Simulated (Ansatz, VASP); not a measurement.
# Two plane-wave programs on Au3C

```xyz
4
Lattice="2.9402 0.0000 0.0000 -1.4701 2.5463 0.0000 0.0000 0.0000 21.8975" Properties=species:S:1:pos:R:3 pbc="T T T"
Au    1.4701    0.8488    4.0000
Au    0.0000    1.6975    6.4492
Au    0.0000    0.0000    8.8975
C     1.4701   -0.8488   12.7675
```

Alike in both runs: task single point; functional PBE; k mesh 9 × 9 × 1; occupations gaussian, width 0.1 eV; no spin polarisation.

|  | VASP | Ansatz |
| --- | --- | --- |
| version | VASP 6.6.1 | Ansatz 0.2.0 |
| potentials or method | VASP PAW PBE potentials, release 64 (Au, C), cutoff 520 eV | scalar-relativistic, plane waves, PAW |
| valence electrons in the cell | 37 | 61 |

```tsv
	VASP	Ansatz	Ansatz less VASP
gap on the k mesh at the Fermi level (eV)	none	none	-
rms of the force components (eV/Å)	0.058	0.057	-0.0015
```

Atom by atom the forces differ by 0.003 eV/Å (rms over components). A gap of «none» marks a metal or a gap that the smearing closes. With one functional, cell and mesh, what is left measures potentials, basis and numerics. VASP's potentials hold 37 valence electrons a cell and Ansatz's 61, so a difference there can come from the potentials and not from the codes. Ansatz's warnings: xc potential rough in thin density.

Neither program's run includes spin-orbit coupling.
